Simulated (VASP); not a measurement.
# Ge (Fd-3m) in VASP: a series of runs

The runs below take Ge through single point, with LDA.

All numbers are computed with VASP 6.6.1; they aren't measurements. Logs are shortened: lines on timing, memory, paths and dates and some standing lists are left out, and cuts for length are marked.

**Experimental background.**

From “Electronic and optical properties of SixGe1-x-ySny alloys lattice-matched to Ge”, 2021, arxiv:2109.02782, for a bulk crystal of Ge at 300 K: band gap 0.807 eV (direct).

The results are compared with them further down.

### 1 The cell of the first run

It takes space group Fd-3m (No. 227, cubic). The conventional cell has a = 5.620 Å, b = 5.620 Å, c = 5.620 Å, α = 90.00°, β = 90.00°, γ = 90.00°. Ge (site symmetry -43m) has 4 Ge at 2.43 Å within 3.2 Å.

### 2 Single point, LDA

File INCAR:

```
SYSTEM = Ge
ALGO = Normal
EDIFF = 1E-7
ENCUT = 520
GGA = CA
ISIF = 2
ISMEAR = -1
LASPH = .True.
LCHARG = .False.
LREAL = .False.
LWAVE = .False.
NBANDS = 21
NELM = 100
PREC = Accurate
SIGMA = 0.05
```

File KPOINTS:

```
k-points
0
Gamma
  8 8 8
  0 0 0
```

File POSCAR:

```
Ge
1.0
    0.0000000000      2.8099234548      2.8099234548
    2.8099234548      0.0000000000      2.8099234548
    2.8099234548      2.8099234548      0.0000000000
Ge
2
Direct
    0.7500000000      0.7500000000      0.7500000000
    0.5000000000      0.5000000000      0.5000000000
```

Potentials or basis: VASP PAW LDA potentials, release 64 (Ge_d).

Launch:

```sh
$ cat potpaw_LDA.64/Ge_d/POTCAR > POTCAR
$ mpirun -np 1 vasp_std > vasp.out
```

OUTCAR:

```text
SYSTEM = Ge
   EDIFF = 1E-7
   ENCUT = 520
   GGA = CA
   ISIF = 2
   ISMEAR = -1
   LASPH = .True.
   LREAL = .False.
   NELM = 100
   PREC = Accurate

 ion  position               nearest neighbor table
   1  0.750  0.750  0.750-   2 2.43   2 2.43   2 2.43   2 2.43
   2  0.500  0.500  0.500-   1 2.43   1 2.43   1 2.43   1 2.43

  LATTYP: Found a face centered cubic cell.
 ALAT       =     5.6198469096

  Lattice vectors:

 A1 = (   0.0000000000,   2.8099234548,   2.8099234548)
 A2 = (   2.8099234548,   0.0000000000,   2.8099234548)
 A3 = (   2.8099234548,   2.8099234548,   0.0000000000)

Analysis of symmetry for initial positions (statically):
=====================================================================
 Subroutine PRICEL returns:
 Original cell was already a primitive cell.

 Routine SETGRP: Setting up the symmetry group for a
 face centered cubic supercell.

 Subroutine GETGRP returns: Found 48 space group operations
 (whereof 24 operations were pure point group operations)
 out of a pool of 48 trial point group operations.

The static configuration has the point symmetry T_d .
 The point group associated with its full space group is O_h .

Analysis of symmetry for dynamics (positions and initial velocities):
=====================================================================
 Subroutine PRICEL returns:
 Original cell was already a primitive cell.

 Routine SETGRP: Setting up the symmetry group for a
 face centered cubic supercell.

 Subroutine GETGRP returns: Found 48 space group operations
 (whereof 24 operations were pure point group operations)
 out of a pool of 48 trial point group operations.

The dynamic configuration has the point symmetry T_d .
 The point group associated with its full space group is O_h .

 Subroutine INISYM returns: Found 48 space group operations
 (whereof 24 operations are pure point group operations),
 and found     1 'primitive' translations

----------------------------------------------------------------------------------------

                                     Primitive cell

  volume of cell :      44.3725

  direct lattice vectors                    reciprocal lattice vectors
     0.000000000  2.809923455  2.809923455    -0.177940790  0.177940790  0.177940790
     2.809923455  0.000000000  2.809923455     0.177940790 -0.177940790  0.177940790
     2.809923455  2.809923455  0.000000000     0.177940790  0.177940790 -0.177940790

  length of vectors
[... 80 lines left out ...]
   ENCUT  =  520.0 eV  38.22 Ry    6.18 a.u.   7.39  7.39  7.39*2*pi/ulx,y,z
   NELM   =    100;   NELMIN=  2; NELMDL= -5     # of ELM steps
   EDIFF  = 0.1E-06   stopping-criterion for ELM
   LREAL  =      F    real-space projection
   EDIFFG = 0.1E-05   stopping-criterion for IOM
   NSW    =      0    number of steps for IOM
   IBRION =     -1    ionic relax: 0-MD 1-quasi-New 2-CG
   NFREE  =      0    steps in history (QN), initial steepest desc. (CG)
   ISIF   =      2    stress and relaxation
   ISYM   =      2    0-nonsym 1-usesym 2-fastsym
   POTIM  = 0.5000    time-step for ionic-motion
   TEBEG  =    0.0;   TEEND  =   0.0 temperature during run
   PSTRESS=    0.0 pullay stress
   NELECT =      28.0000    total number of electrons
   NUPDOWN=      -1.0000    fix difference up-down
   EMIN   =  10.00;   EMAX   =-10.00  energy-range for DOS
   EFERMI =   0.00;   METHOD = LEGACY
   ISMEAR =    -1;   SIGMA  =   0.05  broadening in eV -4-tet -1-fermi 0-gaus
   EFERMI_NEDOS =   21; number of points for ismear=-14 and -15
   IALGO  =     38    algorithm
   IMIX   =      4    mixing-type and parameters
     AMIX     =   0.40;   BMIX     =  1.00
     AMIX_MAG =   1.60;   BMIX_MAG =  1.00
  volume/ion in A,a.u.               =      22.19       149.72
  Fermi-wavevector in a.u.,A,eV,Ry     =   1.404181  2.653517 26.826929  1.971724
  Thomas-Fermi vector in A             =   2.526768
   LORBIT       =      0    0 simple, 1 ext, 2 COOP (PROOUT), +10 PAW based schemes
   GGA     = CA    functional components
   LHFCALC =     F    Hartree Fock is set to
   AEXX    =    0.0000 exact exchange contribution
   IVDW    =     0    specifies the selected vdW correction
   LEPSILON=     F    determine dielectric tensor
   LRPA    =     F    only Hartree local field effects (RPA)
 non-spin polarized calculation
  energy-cutoff  :      520.00
  volume of cell :       44.37
 maximum number of plane-waves:      1243
 NGX is ok and might be reduce to    30
   NGX = 15   NGY = 15   NGZ = 15

 number of electron      28.0000032 magnetization

 Free energy of the ion-electron system (eV)
  ---------------------------------------------------
  ext. energy  EPLUGINS =         0.00000000
  ---------------------------------------------------
  free energy    TOTEN  =       -10.38067158 eV

  energy without entropy =      -10.37974765  energy(sigma->0) =      -10.38020961

 E-fermi :   4.9563     XC(G=0): -10.3830

 val. band max:        4.9245278795   @ k =   0.0000   0.0000   0.0000
 cond. band min:       4.9657109502   @ k =   0.0000   0.0000   0.0000
 fundamental gap:      0.0411830707
 Fermi energy:         4.9562641706

 k-point     1 :       0.0000    0.0000    0.0000
  band No.  band energies     occupation
      1     -20.0447      2.00000
      2     -20.0447      2.00000
      3     -20.0447      2.00000
      4     -20.0064      2.00000
      5     -20.0064      2.00000
      6     -19.7846      2.00000
[... 565 lines left out ...]
     20      15.8581      0.00000
     21      16.4428      0.00000

 [... further k-points ...]

------------------------ aborting loop because EDIFF is reached ----------------------------------------

  FORCE on cell =-STRESS in cart. coord.  units (eV):
  Direction    XX          YY          ZZ          XY          YZ          ZX
  --------------------------------------------------------------------------------------
  -------------------------------------------------------------------------------------
  Total        0.0770064      0.0770064      0.0770064      0.0000000     -0.0000000      0.0000000
  in kB        2.7805068      2.7805068      2.7805068      0.0000000     -0.0000000      0.0000000
  external PRESSURE =       2.7805068 kB  Pullay stress =       0.0000000 kB

 VOLUME and BASIS-vectors are now :
 -----------------------------------------------------------------------------
  energy-cutoff  :      520.00
  volume of cell :       44.37
      direct lattice vectors                 reciprocal lattice vectors
     0.000000000  2.809923455  2.809923455    -0.177940790  0.177940790  0.177940790
     2.809923455  0.000000000  2.809923455     0.177940790 -0.177940790  0.177940790
     2.809923455  2.809923455  0.000000000     0.177940790  0.177940790 -0.177940790

 POSITION                                       TOTAL-FORCE (eV/Angst)
 -----------------------------------------------------------------------------------
      4.21489      4.21489      4.21489        -0.000000     -0.000000     -0.000000
      2.80992      2.80992      2.80992         0.000000      0.000000      0.000000
 -----------------------------------------------------------------------------------
    total drift:                                0.000000     -0.000000     -0.000000

  FREE ENERGIE OF THE ION-ELECTRON SYSTEM (eV)
  ---------------------------------------------------
  free  energy   TOTEN  =       -10.3806715775 eV

  energy  without entropy=      -10.3797476462  energy(sigma->0) =      -10.38020961
```

Run time: 34 s. Hardware: 1 thread of Intel Xeon Platinum 8488C (Sapphire Rapids), shared host; peak memory 0.15 GiB.

Results:

| Property | Result |
| --- | --- |
| Free energy | -10.3807 eV |
| Pressure | 0.3 GPa |

### 3 Single point, LDA

This run uses another cell than the first one, of 22.64 Å³/atom, 1.020 times its volume.

File INCAR:

```
PREC = Accurate
ENCUT = 520
EDIFF = 1E-6
ISMEAR = -1
SIGMA = 0.05
LREAL = False
LASPH = True
NELM = 80
ALGO = Normal
ISIF = 2
LWAVE = False
LCHARG = False
NBANDS = 21
```

File KPOINTS:

```
regular mesh
0
Gamma
  8 8 8
```

File POSCAR:

```
Ge
1.0
    0.0000000000      2.8289100000      2.8289100000
    2.8289100000      0.0000000000      2.8289100000
    2.8289100000      2.8289100000      0.0000000000
Ge
2
Direct
    0.7500000000      0.7500000000      0.7500000000
    0.5000000000      0.5000000000      0.5000000000
```

Potentials or basis: VASP PAW LDA potentials, release 64 (Ge_d).

Launch:

```sh
$ cat potpaw_LDA.64/Ge_d/POTCAR > POTCAR
$ mpirun -np 1 vasp_std > vasp.out
```

Wall time 31 s (1 thread of Intel Xeon Platinum 8488C (Sapphire Rapids), shared host); peak memory 0.15 GiB.

It converged, with:

| Quantity | Value |
| --- | --- |
| Free energy | -10.3781 eV |
| Pressure | -1.1 GPa |
| Band gap on the k mesh | zero (filled and empty bands touch) |

Levels at points of the mesh, in eV from the Fermi level:
| k point | band 10 | band 11 | band 12 | band 13 | band 14 | band 15 | band 16 | band 17 | band 18 | band 19 |
| --- | --- | --- | --- | --- | --- | --- | --- | --- | --- | --- |
| (0.00, 0.00, 0.00) | -24.66 | -12.79 | -0.13 | 0.01 | 0.01 | 0.01 | 2.54 | 2.54 | 2.54 | 6.22 |
| (0.50, 0.00, 0.00) | -24.64 | -10.70 | -7.62 | -1.39 | -1.39 | 0.08 | 3.73 | 3.73 | 6.98 | 10.41 |
| (0.50, 0.50, 0.00) | -24.62 | -8.91 | -8.91 | -3.06 | -3.06 | 0.68 | 0.68 | 9.42 | 9.42 | 11.45 |

(Continued in part 2 of 2.)
